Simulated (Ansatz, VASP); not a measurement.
## ZnSe in VASP and in Ansatz

File INCAR:

```
SYSTEM = ZnSe
ALGO = Normal
EDIFF = 1E-6
ENCUT = 500
GGA = PS
GGA_COMPAT = .FALSE.
ISIF = 2
ISMEAR = 0
LASPH = .TRUE.
LCHARG = .FALSE.
LREAL = .FALSE.
LWAVE = .FALSE.
NBANDS = 16
NELM = 120
PREC = Accurate
SIGMA = 0.02
```

The input KPOINTS:

```
k-points
0
G
  6 6 6
  0 0 0
```

File POSCAR:

```
ZnSe
1.0
    0.0000000000      2.8166002470      2.8166002470
    2.8166002470      0.0000000000      2.8166002470
    2.8166002470      2.8166002470      0.0000000000
Zn Se
1 1
Direct
    0.0000000000      0.0000000000      0.0000000000
    0.2500000000      0.2500000000      0.2500000000
```

Input for Ansatz:

```yaml
crystal:
  lattice:
    - [0.0, 2.816600247, 2.816600247]
    - [2.816600247, 0.0, 2.816600247]
    - [2.816600247, 2.816600247, 0.0]
  atoms:
    - { symbol: Zn, position: [0.0, 0.0, 0.0] }
    - { symbol: Se, position: [0.25, 0.25, 0.25] }
basis:
  ecutwfc: 420
kpoints:
  mp_grid: { grid: [6, 6, 6] }
  band_path:
    path:
      - [0.0, 0.0, 0.0]
      - [-0.5, -0.5, 0.0]
      - [-0.375, -0.375, 0.25]
      - [-0.375, 0.0, 0.375]
      - [0.0, 0.0, 0.5]
      - [-0.5, -0.25, 0.25]
    npoints: 1
hamiltonian:
  xc: pbesol
scf:
  occupations: { method: gaussian, width: 0.02 }
  n_extra_bands: 4
output:
  forces: true
  stress: true
  eigenvalues: true
```

Alike in both runs: task single point; functional PBEsol; k mesh 6 × 6 × 6; occupations gaussian, width 0.02 eV; no spin polarisation.

|  | VASP | Ansatz |
| --- | --- | --- |
| version | VASP 6.6.1 | Ansatz 0.2.0 |
| potentials or method | VASP PAW PBE potentials, release 64 (Zn, Se), cutoff 500 eV | scalar-relativistic, plane waves, PAW |
| valence electrons in the cell | 18 | 28 |

Ansatz gave:

- gap on the k mesh at the Fermi level (eV): 1.24
- least direct gap on the mesh (eV): 1.24
- pressure (GPa): 0.0

Task: Estimate VASP's values.

Result: gap on the k mesh at the Fermi level (eV): 1.24; least direct gap on the mesh (eV): 1.24; pressure (GPa): 0.3.

VASP's potentials were made for PBE, not for PBEsol. VASP's potentials hold 18 valence electrons a cell and Ansatz's 28, so a difference there can come from the potentials and not from the codes.
